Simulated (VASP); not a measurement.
# CdTe in VASP: single point with PBE+D3(BJ)

Aim: the single point of CdTe with PBE+D3(BJ).

Program: VASP 6.6.1. These are calculated values, not measurements. Logs are shortened: lines on timing, memory, paths and dates and some standing lists are left out, and cuts for length are marked.

### 1 The cell of the first run

The cell holds a slab with vacuum, 16 atoms: a = 9.216 Å, b = 9.216 Å, c = 24.029 Å, α = 90.00°, β = 90.00°, γ = 120.00°.

### 2 Single point, PBE+D3(BJ)

File INCAR:

```
SYSTEM = CdTe
  PREC = Accurate
  ENCUT = 400
  EDIFF = 1E-6
  ISMEAR = 0
  SIGMA = 0.05
  LREAL = .False.
  LASPH = .True.
  NELM = 120
  ALGO = Normal
  ISIF = 2
  LWAVE = .False.
  LCHARG = .False.
  LDIPOL = .True.
  IDIPOL = 3
  DIPOL = 0.5 0.5 0.423
  GGA = PE
  IVDW = 12
  NBANDS = 86
  GGA_COMPAT = .False.
  NELMDL = -8
```

File KPOINTS:

```
regular mesh
0
Gamma
  2 2 1
  0 0 0
```

File POSCAR:

```
CdTe
1.0
    9.2158675514      0.0000000000      0.0000000000
   -4.6079337757      7.9811754174      0.0000000000
    0.0000000000      0.0000000000     24.0287527162
Te Cd
8 8
Direct
    0.5000000000      0.0000000000      0.3329344679
    0.5000000000      0.5000000000      0.3329344679
    0.0000000000      0.0000000000      0.3329344679
    0.0000000000      0.5000000000      0.3329344679
    0.7377578992      0.9767276654      0.5162482337
    0.7617837776      0.5115260516      0.4781768543
    0.2705931191      1.0360308159      0.4989544558
    0.2440226962      0.5009580002      0.4815722450
    0.1666666667      0.8333333333      0.3720788444
    0.1666666667      0.3333333333      0.3720788444
    0.6666666667      0.8333333333      0.3720788444
    0.6666666667      0.3333333333      0.3720788444
    0.4351305080      0.8586809150      0.4563960152
    0.4738029765      0.4406763089      0.5363761824
    0.9309972812      0.8721330187      0.4556973664
    0.9112389585      0.3350471453      0.5228156708
```

Potentials or basis: VASP PAW PBE potentials, release 64 (Te, Cd).

On the command line:

```
> cat potpaw_PBE.64/Te/POTCAR potpaw_PBE.64/Cd/POTCAR > POTCAR
> mpirun -np 1 vasp_std > vasp.out
```

OUTCAR:

```text
SYSTEM = CdTe
   PREC = Accurate
   ENCUT = 400
   EDIFF = 1E-6
   ISMEAR = 0
   LREAL = .False.
   LASPH = .True.
   NELM = 120
   ISIF = 2
   GGA = PE
   IVDW = 12
   NELMDL = -8
 IVDW          = 12

 ion  position               nearest neighbor table
   1  0.500  0.000  0.333-  12 2.82   9 2.82  11 2.82  13 3.17
   2  0.500  0.500  0.333-  11 2.82  10 2.82  12 2.82
   3  0.000  0.000  0.333-  10 2.82  11 2.82   9 2.82  15 3.12
   4  0.000  0.500  0.333-   9 2.82  12 2.82  10 2.82
   5  0.738  0.977  0.516-  15 2.82  13 2.83  16 2.86  11 3.65
   6  0.762  0.512  0.478-  14 2.77  16 2.82  12 2.92  15 2.93
   7  0.271  0.036  0.499-  15 2.90  13 2.91  14 3.35   9 3.45
   8  0.244  0.501  0.482-  14 2.78  16 2.83  13 2.92  10 2.95
   9  0.167  0.833  0.372-   4 2.82   1 2.82   3 2.82  15 3.11  13 3.11   7 3.45
  10  0.167  0.333  0.372-   3 2.82   2 2.82   4 2.82   8 2.95
  11  0.667  0.833  0.372-   2 2.82   3 2.82   1 2.82  13 3.03  15 3.04   5 3.65
  12  0.667  0.333  0.372-   1 2.82   4 2.82   2 2.82   6 2.92
  13  0.435  0.859  0.456-   5 2.83   7 2.91   8 2.92  11 3.03   9 3.11   1 3.17
  14  0.474  0.441  0.536-   6 2.77   8 2.78   7 3.35
  15  0.931  0.872  0.456-   5 2.82   7 2.90   6 2.93  11 3.04   9 3.11   3 3.12
  16  0.911  0.335  0.523-   6 2.82   8 2.83   5 2.86

  LATTYP: Found a hexagonal cell.
 ALAT       =     9.2158675514
 C/A-ratio  =     2.6073240074

  Lattice vectors:

 A1 = (   9.2158675514,   0.0000000000,   0.0000000000)
 A2 = (  -4.6079337757,   7.9811754174,   0.0000000000)
 A3 = (   0.0000000000,   0.0000000000,  24.0287527162)

Analysis of symmetry for initial positions (statically):
=====================================================================
 Subroutine PRICEL returns:
 Original cell was already a primitive cell.

 Routine SETGRP: Setting up the symmetry group for a
 hexagonal supercell.

 Subroutine GETGRP returns: Found  1 space group operations
 (whereof  1 operations were pure point group operations)
 out of a pool of 24 trial point group operations.

The static configuration has the point symmetry C_1 .

Analysis of symmetry for dynamics (positions and initial velocities):
=====================================================================
 Subroutine PRICEL returns:
 Original cell was already a primitive cell.

 Routine SETGRP: Setting up the symmetry group for a
 hexagonal supercell.

 Subroutine GETGRP returns: Found  1 space group operations
 (whereof  1 operations were pure point group operations)
 out of a pool of 24 trial point group operations.

The dynamic configuration has the point symmetry C_1 .

 Subroutine INISYM returns: Found  1 space group operations
 (whereof  1 operations are pure point group operations),
 and found     1 'primitive' translations

----------------------------------------------------------------------------------------

                                     Primitive cell

  volume of cell :    1767.3978

  direct lattice vectors                    reciprocal lattice vectors
     9.215867551  0.000000000  0.000000000     0.108508504  0.062647414  0.000000000
    -4.607933776  7.981175417  0.000000000     0.000000000  0.125294828  0.000000000
     0.000000000  0.000000000 24.028752716     0.000000000  0.000000000  0.041616808

  length of vectors
     9.215867551  9.215867551 24.028752716     0.125294828  0.125294828  0.041616808

  position of ions in fractional coordinates (direct lattice)
     0.500000000  0.000000000  0.332934468
     0.500000000  0.500000000  0.332934468
     0.000000000  0.000000000  0.332934468
     1.000000000  0.500000000  0.332934468
     0.737757899  0.976727665  0.516248234
     0.761783778  0.511526052  0.478176854
[... 8 lines left out ...]
     0.930997281  0.872133019  0.455697366
     0.911238959  0.335047145  0.522815671

  ion indices of the primitive-cell ions
   primitive index   ion index
                 1           1
                 2           2
                 3           3
                 4           4
                 5           5
                 6           6
[... 8 lines left out ...]
                15          15
                16          16

----------------------------------------------------------------------------------------

 KPOINTS: regular mesh

Automatic generation of k-mesh.
 Grid dimensions read from file:
 generate k-points for:    2    2    1

 Generating k-lattice:

  Cartesian coordinates                     Fractional coordinates (reciprocal lattice)
     0.054254252  0.031323707  0.000000000     0.500000000 -0.000000000  0.000000000
     0.000000000  0.062647414  0.000000000     0.000000000  0.500000000  0.000000000
     0.000000000  0.000000000  0.041616808     0.000000000  0.000000000  1.000000000

  Length of vectors
     0.062647414  0.062647414  0.041616808

  Shift w.r.t. Gamma in fractional coordinates (k-lattice)
     0.000000000  0.000000000  0.000000000

 Subroutine IBZKPT returns following result:
 ===========================================

 Found      4 irreducible k-points:

 Following reciprocal coordinates:
            Coordinates               Weight
  0.000000  0.000000  0.000000      1.000000
  0.500000 -0.000000  0.000000      1.000000
  0.000000  0.500000  0.000000      1.000000
  0.500000  0.500000  0.000000      1.000000
   k-points           NKPTS =      4   k-points in BZ     NKDIM =      4   number of bands    NBANDS=     86
   number of dos      NEDOS =    301   number of ions     NIONS =     16
   total plane-waves  NPLWV = 576000
   dimension x,y,z NGX =    60 NGY =   60 NGZ =  160
   dimension x,y,z NGXF=   120 NGYF=  120 NGZF=  320
   ions per type =               8   8
   NGX,Y,Z   is equivalent  to a cutoff of  10.82, 10.82, 11.07 a.u.
   NGXF,Y,Z  is equivalent  to a cutoff of  21.65, 21.65, 22.14 a.u.
 SYSTEM =  CdTe
   PREC   = accura    normal or accurate (medium, high low for compatibility)
   ISTART =      0    job   : 0-new  1-cont  2-samecut
   ICHARG =      2    charge: 1-file 2-atom 10-const
   ISPIN  =      1    spin polarized calculation?
   LNONCOLLINEAR =      F non collinear calculations
   LSORBIT =      F    spin-orbit coupling
   LASPH  =      T    aspherical Exc in radial PAW
   ENCUT  =  400.0 eV  29.40 Ry    5.42 a.u.  15.03 15.03 39.18*2*pi/ulx,y,z
   NELM   =    120;   NELMIN=  2; NELMDL= -8     # of ELM steps
   EDIFF  = 0.1E-05   stopping-criterion for ELM
   LREAL  =      F    real-space projection
   EDIFFG = 0.1E-04   stopping-criterion for IOM
   NSW    =      0    number of steps for IOM
   IBRION =     -1    ionic relax: 0-MD 1-quasi-New 2-CG
   NFREE  =      0    steps in history (QN), initial steepest desc. (CG)
   ISIF   =      2    stress and relaxation
   ISYM   =      2    0-nonsym 1-usesym 2-fastsym
   POTIM  = 0.5000    time-step for ionic-motion
   TEBEG  =    0.0;   TEEND  =   0.0 temperature during run
   PSTRESS=    0.0 pullay stress
   NELECT =     144.0000    total number of electrons
   NUPDOWN=      -1.0000    fix difference up-down
   EMIN   =  10.00;   EMAX   =-10.00  energy-range for DOS
   EFERMI =   0.00;   METHOD = LEGACY
   ISMEAR =     0;   SIGMA  =   0.05  broadening in eV -4-tet -1-fermi 0-gaus
   EFERMI_NEDOS =   21; number of points for ismear=-14 and -15
   IALGO  =     38    algorithm
   IMIX   =      4    mixing-type and parameters
     AMIX     =   0.40;   BMIX     =  1.00
     AMIX_MAG =   1.60;   BMIX_MAG =  1.00
  volume/ion in A,a.u.               =     110.46       745.44
  Fermi-wavevector in a.u.,A,eV,Ry     =   0.709715  1.341168  6.853199  0.503696
  Thomas-Fermi vector in A             =   1.796371
   LORBIT       =      0    0 simple, 1 ext, 2 COOP (PROOUT), +10 PAW based schemes
   GGA     = PE    functional components
   LHFCALC =     F    Hartree Fock is set to
   AEXX    =    0.0000 exact exchange contribution
   IVDW    =    12    specifies the selected vdW correction
   LEPSILON=     F    determine dielectric tensor
   LRPA    =     F    only Hartree local field effects (RPA)
 non-spin polarized calculation
 Gauss-broadening in eV      SIGMA  =   0.05
  energy-cutoff  :      400.00
  volume of cell :     1767.40
 maximum number of plane-waves:     32138
   NGX = 31   NGY = 31   NGZ = 79

 dipolmoment           0.000000      0.000000      0.000000 electrons x Angstroem

 number of electron     144.0000071 magnetization

 dipolmoment           0.000000      0.000000     -0.422212 electrons x Angstroem

 Free energy of the ion-electron system (eV)
  ---------------------------------------------------
  ext. energy  EPLUGINS =         0.00000000
  ---------------------------------------------------
  free energy    TOTEN  =       -34.12083099 eV

  energy without entropy =      -34.12083099  energy(sigma->0) =      -34.12083099

 E-fermi :  -2.4266     XC(G=0):  -3.1435

 val. band max:       -2.6815219282   @ k =   0.0000   0.0000   0.0000
 cond. band min:      -2.0696882375   @ k =   0.0000   0.0000   0.0000
 fundamental gap:      0.6118336906
 Fermi energy:        -2.4266264134

 k-point     1 :       0.0000    0.0000    0.0000
  band No.  band energies     occupation
      1     -13.8598      2.00000
      2     -13.6570      2.00000
      3     -13.4484      2.00000
      4     -13.3615      2.00000
      5     -13.2755      2.00000
      6     -12.8515      2.00000
[... 76 lines left out ...]
     83       0.6457      0.00000
     84       1.1957      0.00000

 k-point     2 :       0.5000   -0.0000    0.0000
  band No.  band energies     occupation
      1     -13.7861      2.00000
      2     -13.7137      2.00000
      3     -13.3968      2.00000
      4     -13.3620      2.00000
      5     -13.3289      2.00000
      6     -12.8414      2.00000
[... 76 lines left out ...]
     83       1.4314      0.00000
     84       1.4576      0.00000

 k-point     3 :       0.0000    0.5000    0.0000
  band No.  band energies     occupation
      1     -13.8191      2.00000
      2     -13.6615      2.00000
      3     -13.4645      2.00000
      4     -13.3621      2.00000
      5     -13.2721      2.00000
      6     -12.8668      2.00000
[... 76 lines left out ...]
     83       1.1857      0.00000
     84       1.2949      0.00000

 k-point     4 :       0.5000    0.5000    0.0000
  band No.  band energies     occupation
      1     -13.7772      2.00000
      2     -13.7229      2.00000
      3     -13.3941      2.00000
      4     -13.3657      2.00000
      5     -13.3278      2.00000
      6     -12.8410      2.00000
[... 76 lines left out ...]
     83       1.4272      0.00000
     84       1.4407      0.00000
 [bands above 84 left out]

------------------------ aborting loop because EDIFF is reached ----------------------------------------

 vacuum level on the upper side and lower side of the slab       (xc-potential included)        -0.605         0.411

 Edisp (eV)   -3.99500

 E8    (eV) :    -1.8860

  FORCE on cell =-STRESS in cart. coord.  units (eV):
  Direction    XX          YY          ZZ          XY          YZ          ZX
  --------------------------------------------------------------------------------------
  -------------------------------------------------------------------------------------
  Total       0.90929    -9.42351    -3.46645    -0.00941    -1.85645    -0.01396
  in kB       0.82429    -8.54258    -3.14239    -0.00853    -1.68290    -0.01266
  external pressure =       -3.62 kB  Pullay stress =        0.00 kB

 VOLUME and BASIS-vectors are now :
 -----------------------------------------------------------------------------
  energy-cutoff  :      400.00
  volume of cell :     1767.40
      direct lattice vectors                 reciprocal lattice vectors
     9.215867551  0.000000000  0.000000000     0.108508504  0.062647414  0.000000000
    -4.607933776  7.981175417  0.000000000     0.000000000  0.125294828  0.000000000
     0.000000000  0.000000000 24.028752716     0.000000000  0.000000000  0.041616808

 POSITION                                       TOTAL-FORCE (eV/Angst)
 -----------------------------------------------------------------------------------
      4.60793      0.00000      8.00000         0.160770     -0.011324      0.285131
      2.30397      3.99059      8.00000        -0.018510      0.170989     -0.050413
      0.00000      0.00000      8.00000        -0.155327      0.000231      0.262583
     -2.30397      3.99059      8.00000         0.011827      0.144668      0.055441
      2.29838      7.79543     12.40480        -0.022030      0.109343      0.255113
      4.66342      4.08258     11.48999         0.067527     -0.046247      0.344422
[... 8 lines left out ...]
      4.56122      6.96065     10.94984         0.573171      0.450549      0.240203
      6.85398      2.67407     12.56261         0.054062     -0.229131     -0.525721
 -----------------------------------------------------------------------------------
    total drift:                               -0.001261     -0.000030     -0.001005

  FREE ENERGIE OF THE ION-ELECTRON SYSTEM (eV)
  ---------------------------------------------------
  free  energy   TOTEN  =       -38.1158287072 eV

  energy  without entropy=      -38.1158287072  energy(sigma->0) =      -38.11582871

 vacuum level on the upper side and lower side of the slab         1.636         2.676
```

Wall time 17 min (1 thread of Intel Xeon 6975P-C (Granite Rapids), shared host); peak memory 1.1 GiB.

What came out:

| Item | Value |
| --- | --- |
| Free energy | -38.1158 eV |
| Largest force | 0.914 eV/Å |
| Band gap on the k mesh | 0.61 eV |
| Dispersion energy per atom | -0.250 eV |

Forces on the atoms (eV/Å):
```
Te   0.161 -0.011  0.285
Te  -0.019  0.171 -0.050
Te  -0.155  0.000  0.263
Te   0.012  0.145  0.055
Te  -0.022  0.109  0.255
Te   0.068 -0.046  0.344
Te   0.000 -0.206 -0.113
Te  -0.084 -0.003  0.206
Cd   0.030 -0.140 -0.009
Cd   0.151  0.140  0.008
Cd  -0.022 -0.331 -0.393
Cd  -0.157  0.059 -0.070
Cd  -0.567  0.439  0.236
Cd  -0.023 -0.547 -0.731
Cd   0.573  0.451  0.240
Cd   0.054 -0.229 -0.526
```

Caveat: semilocal functionals underestimate gaps, and a narrow one can read as zero; spin-orbit coupling is left out, which moves the levels of the heavy elements.
